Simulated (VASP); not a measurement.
# K3TeH (P6mm) in VASP: further runs

The runs below take K3TeH through relaxation of cell and atoms, with PBE.

Everything below comes from runs of VASP 6.6.1. Logs are shortened: lines on timing, memory, paths and dates and some standing lists are left out, and cuts for length are marked.

### Step 1. The cell of the first run

Symmetry: P6mm, No. 183, hexagonal system. Conventional cell: a = 5.505 Å, b = 5.505 Å, c = 6.579 Å, α = 90.00°, β = 90.00°, γ = 120.00°. Within 4.2 Å of K (site symmetry 3m) lie 6 K at 3.18 to 3.55 Å and 3 H at 3.18 Å and 3 Te at 3.99 Å. K (site symmetry 6mm) has 1 H at 1.78 Å within 2.4 Å. Te (site symmetry 6mm) has 1 H at 2.22 Å and 1 K at 2.58 Å within 2.9 Å. H (site symmetry 6mm) has 1 K at 1.78 Å and 1 Te at 2.22 Å within 2.4 Å.

### Step 2. Relaxation of cell and atoms, PBE

File INCAR:

```
ALGO = Normal
EDIFF = 1E-6
EDIFFG = -0.04
ENCUT = 600
GGA = PE
IBRION = 2
ISIF = 3
ISMEAR = 0
LASPH = T
LCHARG = F
LREAL = F
LWAVE = F
NELM = 100
NSW = 90
PREC = Accurate
SIGMA = 0.1
```

File KPOINTS:

```
k-points
0
Gamma
  6 6 4
```

File POSCAR:

```
K3TeH
1.0
    5.5054503900      0.0000000000      0.0000000000
   -2.7527252000      4.7678599000      0.0000000000
    0.0000000000      0.0000000000      6.5791282500
K Te H
3 1 1
Direct
    0.3333333300      0.6666666700      0.5295525100
    0.6666666700      0.3333333300      0.5295525100
    0.0000000000      0.0000000000      0.7708060400
    0.0000000000      0.0000000000      0.1623668300
    0.0000000000      0.0000000000      0.5002532000
```

Potentials or basis: VASP PAW PBE potentials, release 64 (K_sv, Te, H).

Command:

```
cat potpaw_PBE.64/K_sv/POTCAR potpaw_PBE.64/Te/POTCAR potpaw_PBE.64/H/POTCAR > POTCAR
mpirun -np 1 vasp_std > vasp.out
```

OUTCAR:

```text
EDIFF = 1E-6
   EDIFFG = -0.04
   ENCUT = 600
   GGA = PE
   IBRION = 2
   ISIF = 3
   ISMEAR = 0
   LASPH = T
   LREAL = F
   NELM = 100
   NSW = 90
   PREC = Accurate

 ion  position               nearest neighbor table
   1  0.333  0.667  0.530-   2 3.18   2 3.18   2 3.18   3 3.55   3 3.55   3 3.55
   2  0.667  0.333  0.530-   1 3.18   1 3.18   1 3.18   3 3.55   3 3.55   3 3.55
   3  0.000  0.000  0.771-   5 1.78   4 2.58   1 3.55   2 3.55   2 3.55   1 3.55   2 3.55   1 3.55

   4  0.000  0.000  0.162-   5 2.22   3 2.58
   5  0.000  0.000  0.500-   3 1.78   4 2.22

  LATTYP: Found a hexagonal cell.
 ALAT       =     5.5054503900
 C/A-ratio  =     1.1950208946

  Lattice vectors:

 A1 = (   5.5054503900,   0.0000000000,   0.0000000000)
 A2 = (  -2.7527252000,   4.7678599000,   0.0000000000)
 A3 = (   0.0000000000,   0.0000000000,   6.5791282500)

Analysis of symmetry for initial positions (statically):
=====================================================================
 Subroutine PRICEL returns:
 Original cell was already a primitive cell.

 Routine SETGRP: Setting up the symmetry group for a
 hexagonal supercell.

 Subroutine GETGRP returns: Found 12 space group operations
 (whereof 12 operations were pure point group operations)
 out of a pool of 24 trial point group operations.

The static configuration has the point symmetry C_6v.

Analysis of symmetry for dynamics (positions and initial velocities):
=====================================================================
 Subroutine PRICEL returns:
 Original cell was already a primitive cell.

 Routine SETGRP: Setting up the symmetry group for a
 hexagonal supercell.

 Subroutine GETGRP returns: Found 12 space group operations
 (whereof 12 operations were pure point group operations)
 out of a pool of 24 trial point group operations.

The dynamic configuration has the point symmetry C_6v.

 Subroutine INISYM returns: Found 12 space group operations
 (whereof 12 operations are pure point group operations),
 and found     1 'primitive' translations

----------------------------------------------------------------------------------------

                                     Primitive cell

  volume of cell :     172.6970

  direct lattice vectors                    reciprocal lattice vectors
     5.505450390  0.000000000  0.000000000     0.181638182  0.104868853  0.000000000
    -2.752725200  4.767859900  0.000000000     0.000000000  0.209737706  0.000000000
     0.000000000  0.000000000  6.579128250     0.000000000  0.000000000  0.151995821

  length of vectors
[... 102 lines left out ...]
   IMIX   =      4    mixing-type and parameters
     AMIX     =   0.40;   BMIX     =  1.00
     AMIX_MAG =   1.60;   BMIX_MAG =  1.00
  volume/ion in A,a.u.               =      34.54       233.08
  Fermi-wavevector in a.u.,A,eV,Ry     =   0.952371  1.799721 12.340632  0.907011
  Thomas-Fermi vector in A             =   2.080928
   LORBIT       =      0    0 simple, 1 ext, 2 COOP (PROOUT), +10 PAW based schemes
   GGA     = PE    functional components
   LHFCALC =     F    Hartree Fock is set to
   AEXX    =    0.0000 exact exchange contribution
   IVDW    =     0    specifies the selected vdW correction
   LEPSILON=     F    determine dielectric tensor
   LRPA    =     F    only Hartree local field effects (RPA)
 conjugate gradient relaxation of ions
 non-spin polarized calculation
 Gauss-broadening in eV      SIGMA  =   0.10
  energy-cutoff  :      600.00
  volume of cell :      172.70
 maximum number of plane-waves:      5784
 NGX is ok and might be reduce to    48
   NGX = 21   NGY = 21   NGZ = 27

--------------------------------------- Ionic step        1  -------------------------------------------

 number of electron      34.0000002 magnetization

 Free energy of the ion-electron system (eV)
  ---------------------------------------------------
  ext. energy  EPLUGINS =         0.00000000
  ---------------------------------------------------
  free energy    TOTEN  =        -6.40669832 eV

  energy without entropy =       -6.38834223  energy(sigma->0) =       -6.39752028

------------------------ aborting loop because EDIFF is reached ----------------------------------------

  FORCE on cell =-STRESS in cart. coord.  units (eV):
  Direction    XX          YY          ZZ          XY          YZ          ZX
  --------------------------------------------------------------------------------------
  -------------------------------------------------------------------------------------
  Total        4.5592415      4.5592415     13.6680316     -0.0000000     -0.0000000      0.0000000
  in kB       42.2978687     42.2978687    126.8036827     -0.0000000     -0.0000000      0.0000000
  external PRESSURE =      70.4664734 kB  Pullay stress =       0.0000000 kB
[... 98 lines left out ...]
  FREE ENERGIE OF THE ION-ELECTRON SYSTEM (eV)
  ---------------------------------------------------
  free  energy   TOTEN  =        -9.0951906791 eV

  energy  without entropy=       -9.0916751372  energy(sigma->0) =       -9.09343291

 E-fermi :   0.2275     XC(G=0):  -5.5003

 val. band max:       -0.2857325370   @ k =   0.3333   0.3333   0.5000
 cond. band min:       0.7907329283   @ k =   0.0000   0.0000   0.5000
 fundamental gap:      1.0764654653
 Fermi energy:         0.2275350270

 k-point     1 :       0.0000    0.0000    0.0000
  band No.  band energies     occupation
      1     -31.7983      2.00000
      2     -31.6733      2.00000
      3     -31.2040      2.00000
      4     -15.4848      2.00000
      5     -15.4848      2.00000
      6     -15.3060      2.00000
[... 493 lines left out ...]
     20       2.7205      0.00000
     21       2.7205      0.00000

[... ionic steps 4 to 57 ...]

--------------------------------------- Ionic step       58  -------------------------------------------

 number of electron      34.0000000 magnetization

------------------------ aborting loop because EDIFF is reached ----------------------------------------
[... 73 lines left out ...]
--------------------------------------- Ionic step       60  -------------------------------------------

 number of electron      33.9999999 magnetization

 Free energy of the ion-electron system (eV)
  ---------------------------------------------------
  ext. energy  EPLUGINS =         0.00000000
  ---------------------------------------------------
  free energy    TOTEN  =       -11.19997066 eV

  energy without entropy =      -11.19997066  energy(sigma->0) =      -11.19997066

 E-fermi :  -0.1603     XC(G=0):  -5.3754

 val. band max:       -0.6156865311   @ k =   0.3333   0.3333   0.5000
 cond. band min:       0.6743851541   @ k =   0.0000   0.0000   0.5000
 fundamental gap:      1.2900716851
 Fermi energy:        -0.1602679285

 k-point     1 :       0.0000    0.0000    0.0000
  band No.  band energies     occupation
      1     -32.0256      2.00000
      2     -31.9073      2.00000
      3     -31.4512      2.00000
      4     -15.7002      2.00000
      5     -15.7002      2.00000
      6     -15.5181      2.00000
[... 525 lines left out ...]
  FREE ENERGIE OF THE ION-ELECTRON SYSTEM (eV)
  ---------------------------------------------------
  free  energy   TOTEN  =       -11.1999706633 eV

  energy  without entropy=      -11.1999706633  energy(sigma->0) =      -11.19997066

 reached required accuracy - stopping structural energy minimisation
```

OSZICAR:

```text
N       E                     dE             d eps       ncg     rms          rms(c)
DAV:   1     0.265224639920E+03    0.26522E+03   -0.16175E+04   882   0.153E+03
DAV:   2     0.153619868076E+02   -0.24986E+03   -0.24357E+03  1028   0.395E+02
[... 664 lines left out ...]
DAV:   4    -0.111977766228E+02    0.12335E-02   -0.27124E-03  1380   0.308E-01    0.124E-01
DAV:   5    -0.111975925341E+02    0.18409E-03   -0.29279E-04  1295   0.113E-01    0.379E-02
DAV:   6    -0.111975345040E+02    0.58030E-04   -0.95437E-05  1412   0.527E-02    0.190E-02
DAV:   7    -0.111975109028E+02    0.23601E-04   -0.11317E-04  1062   0.506E-02    0.104E-02
DAV:   8    -0.111975159679E+02   -0.50651E-05   -0.29499E-05  1083   0.206E-02    0.935E-03
DAV:   9    -0.111975189777E+02   -0.30099E-05   -0.41472E-06   799   0.806E-03    0.400E-03
DAV:  10    -0.111975206690E+02   -0.16913E-05
```

CONTCAR:

```text
K3TeH
   1.00000000000000
     5.7936700527128959    0.0000000003403244    0.0000000000000000
    -2.8968350313234779    5.0174654494137485   -0.0000000000000000
    -0.0000000000000000   -0.0000000000000000    9.4974036194978133
  K               Te              H
     3     1     1
Direct
     0.3333333300000021    0.6666666699999979    0.3608333960850013
     0.6666666699999979    0.3333333300000021    0.3608333960850013
     0.0000000000000000    0.0000000000000000    0.8909038310802271
     0.0000000000000000    0.0000000000000000    0.2443921189706869
     0.0000000000000000    0.0000000000000000    0.6355683477790904

  0.00000000E+00  0.00000000E+00  0.00000000E+00
  0.00000000E+00  0.00000000E+00  0.00000000E+00
  0.00000000E+00  0.00000000E+00  0.00000000E+00
  0.00000000E+00  0.00000000E+00  0.00000000E+00
  0.00000000E+00  0.00000000E+00  0.00000000E+00
```

Wall time 42 min (1 thread of Intel Xeon Platinum 8559C (Emerald Rapids), shared host); peak memory 0.45 GiB.

Results:

```
Free energy                            : -11.2000 eV
Relaxed volume                         : 55.22 Å³/atom
Relaxed cell                           : a = 5.794 Å, b = 5.794 Å, c = 9.497 Å, α = 90.00°, β = 90.00°, γ = 120.00°
Space group after relaxing (to 0.05 Å) : P6mm (No. 183)
Energy gained by relaxing              : 958.7 meV/atom
Ionic steps                            : 60
Pressure after relaxing                : 0.0 GPa
Largest force after relaxing           : 0.036 eV/Å
Band gap on the k mesh                 : 1.29 eV, indirect (least direct gap 1.55 eV)
```

Forces in eV/Å, atoms in the order of the input:
```
K    0.000  0.000  0.036
K    0.000  0.000  0.036
K    0.000  0.000 -0.021
Te   0.000  0.000 -0.017
H    0.000  0.000 -0.033
```

Step by step:
```csv
step,energy change (eV),largest force (eV/Å),pressure (GPa),volume (Å³)
1,0.0000,4.3868,7.05,172.70
3,-2.6885,1.5600,0.75,232.63
5,-2.5842,7.1262,1.07,372.06
7,-3.3529,0.5218,0.22,303.43
9,-3.5281,0.9766,-0.51,330.66
11,-3.6434,0.3570,-0.24,332.18
13,-3.6496,0.6929,-0.15,332.52
15,-3.6789,0.6929,-0.16,331.91
17,-3.7555,0.2168,-0.25,324.03
19,-3.7907,0.1616,-0.29,320.31
21,-3.8764,0.4130,-0.17,266.37
23,-3.8961,0.1569,0.19,256.27
25,-3.9270,0.1699,0.04,265.20
27,-3.9357,0.1049,-0.23,270.03
29,-3.9491,0.0922,-0.17,265.80
31,-3.9634,0.2118,0.01,258.25
33,-4.0261,0.4963,0.40,247.47
35,-4.0915,0.4897,1.87,227.64
37,-4.1004,0.5710,1.52,231.24
39,-4.1093,0.5337,1.70,229.49
41,-4.1225,0.4475,1.95,227.28
43,-4.1923,0.4217,1.95,228.15
45,-4.3972,0.3906,1.93,231.51
47,-4.5554,0.3966,1.67,242.40
49,-4.6951,0.3178,-0.66,308.93
51,-4.7655,0.2673,-0.02,281.19
53,-4.7687,0.2456,0.00,280.42
55,-4.7819,0.0488,-0.05,282.09
57,-4.7908,0.0722,-0.06,280.24
59,-4.7925,0.0462,0.03,276.30
60,-4.7933,0.0355,0.02,276.09
```

Final structure:
```
K Te H
1.0
     5.79367    0.00000    0.00000
    -2.89684    5.01747    0.00000
     0.00000    0.00000    9.49740
K Te H
3 1 1
Direct
  0.33333 0.66667 0.36083
  0.66667 0.33333 0.36083
  0.00000 0.00000 0.89090
  0.00000 0.00000 0.24439
  0.00000 0.00000 0.63557
```

Levels at points of the mesh, in eV from the valence-band top:
```csv
k point,band 14,band 15,band 16,band 17,band 18,band 19,band 20,band 21
"(0.00, 0.00, 0.00)",-1.33,-1.05,-1.05,-0.78,1.50,2.69,3.77,4.15
"(0.50, 0.00, 0.00)",-1.64,-1.06,-1.05,-0.45,2.25,2.58,2.74,3.54
"(0.00, 0.00, 0.50)",-1.62,-1.05,-1.05,-0.26,1.29,2.38,4.09,4.09
"(0.50, 0.00, 0.50)",-1.64,-1.32,-1.05,-0.03,2.04,2.67,3.17,3.35
```

Caveat: the volume moved by over 15 % at a fixed basis, so the end points are rough; spin-orbit coupling is left out, which moves the levels of the heavy elements. A hybrid or GW would open this gap; PBE tends to underestimate it.

### Step 3. Relaxation of cell and atoms, PBE

This run uses another cell than the first one, of 53.74 Å³/atom, 1.556 times its volume.

File INCAR:

```
SYSTEM = K3TeH
ALGO     = Normal         ! electronic algorithm
EDIFF    = 1E-7           ! SCF threshold, eV
EDIFFG   = -0.01          ! ionic threshold
ENCUT    = 600            ! plane-wave cutoff, eV
GGA      = PE             ! functional
IBRION   = 2              ! ionic algorithm
ISIF     = 3              ! what is computed and relaxed
ISMEAR   = 0              ! smearing method
LASPH    = .TRUE.         ! aspherical terms in the spheres
LCHARG   = .FALSE.        ! write CHGCAR
LREAL    = .FALSE.        ! projectors in reciprocal space
LWAVE    = .FALSE.        ! write WAVECAR
NELM     = 80             ! most SCF steps
NSW      = 100            ! ionic steps
PREC     = Accurate       ! precision mode
SIGMA    = 0.02           ! smearing width, eV
```

File KPOINTS:

```
k-points
0
G
  6 6 4
  0 0 0
```

File POSCAR:

```
K3TeH
1.0
    5.7096896328      0.0000000000      0.0000000000
   -2.8548448164      4.9447362698      0.0000000000
    0.0000000000      0.0000000000      9.5167216708
K Te H
3 1 1
Direct
    0.3333333333      0.6666666667      0.3679590894
    0.6666666667      0.3333333333      0.3679590894
    0.0000000000      0.0000000000      0.8876456604
    0.0000000000      0.0000000000      0.2395628172
    0.0000000000      0.0000000000      0.6294044336
```

Potentials or basis: VASP PAW PBE potentials, release 64 (K_sv, Te, H).

Command:

```
cat potpaw_PBE.64/K_sv/POTCAR potpaw_PBE.64/Te/POTCAR potpaw_PBE.64/H/POTCAR > POTCAR
mpirun -np 1 vasp_std > vasp.out
```

Wall time 14 min (1 thread of Intel Xeon Platinum 8559C (Emerald Rapids), shared host); peak memory 0.59 GiB.

Results (log left out):

* Free energy: -11.2265 eV
* Relaxed volume: 54.74 Å³/atom
* Relaxed cell: a = 5.775 Å, b = 5.775 Å, c = 9.476 Å, α = 90.00°, β = 90.00°, γ = 120.00°
* Space group after relaxing (to 0.05 Å): P6mm (No. 183)
* Energy gained by relaxing: 0.9 meV/atom
* Ionic steps: 12
* Pressure after relaxing: 0.0 GPa
* Largest force after relaxing: 0.009 eV/Å
* Band gap on the k mesh: 1.34 eV, indirect (least direct gap 1.60 eV)

Forces on the atoms (eV/Å):
```
K    0.000  0.000 -0.006
K    0.000  0.000 -0.006
K    0.000  0.000  0.008
Te   0.000  0.000 -0.005
H    0.000  0.000  0.009
```

The path:
```csv
step,energy change (eV),largest force (eV/Å),pressure (GPa),volume (Å³)
1,0.0000,0.0248,0.11,268.68
2,-0.0019,0.0324,0.07,270.11
3,-0.0032,0.0648,0.00,273.06
4,-0.0032,0.0608,0.00,272.68
5,-0.0035,0.0478,0.00,272.97
6,-0.0040,0.0176,-0.01,273.66
7,-0.0036,0.0436,-0.04,275.06
8,-0.0040,0.0217,-0.02,274.06
9,-0.0042,0.0188,0.00,273.67
10,-0.0042,0.0173,0.01,273.47
11,-0.0042,0.0171,0.01,273.42
12,-0.0043,0.0094,0.01,273.68
```

Final structure:
```yaml
crystal:
  lattice:
    - [5.77485, 0.00000, 0.00000]
    - [-2.88742, 5.00116, 0.00000]
    - [0.00000, 0.00000, 9.47629]
  atoms:
    - { symbol: K, position: [0.33333, 0.66667, 0.36650] }
    - { symbol: K, position: [0.66667, 0.33333, 0.36650] }
    - { symbol: K, position: [0.00000, 0.00000, 0.88743] }
    - { symbol: Te, position: [0.00000, 0.00000, 0.24244] }
    - { symbol: H, position: [0.00000, 0.00000, 0.62965] }
```

Levels at points of the mesh, in eV from the valence-band top:
| k point | band 13 | band 14 | band 15 | band 16 | band 17 | band 18 | band 19 | band 20 | band 21 |
| --- | --- | --- | --- | --- | --- | --- | --- | --- | --- |
| (0.00, 0.00, 0.00) | -9.29 | -1.34 | -0.93 | -0.93 | -0.79 | 1.54 | 2.73 | 3.77 | 4.23 |
| (0.50, 0.00, 0.00) | -9.21 | -1.54 | -1.04 | -0.95 | -0.47 | 2.20 | 2.63 | 2.81 | 3.58 |
| (0.00, 0.00, 0.50) | -9.29 | -1.63 | -0.93 | -0.93 | -0.26 | 1.34 | 2.38 | 4.16 | 4.16 |
| (0.50, 0.00, 0.50) | -9.21 | -1.54 | -1.31 | -0.95 | -0.03 | 2.00 | 2.74 | 3.16 | 3.43 |

Caveat: spin-orbit coupling is left out, which moves the levels of the heavy elements.
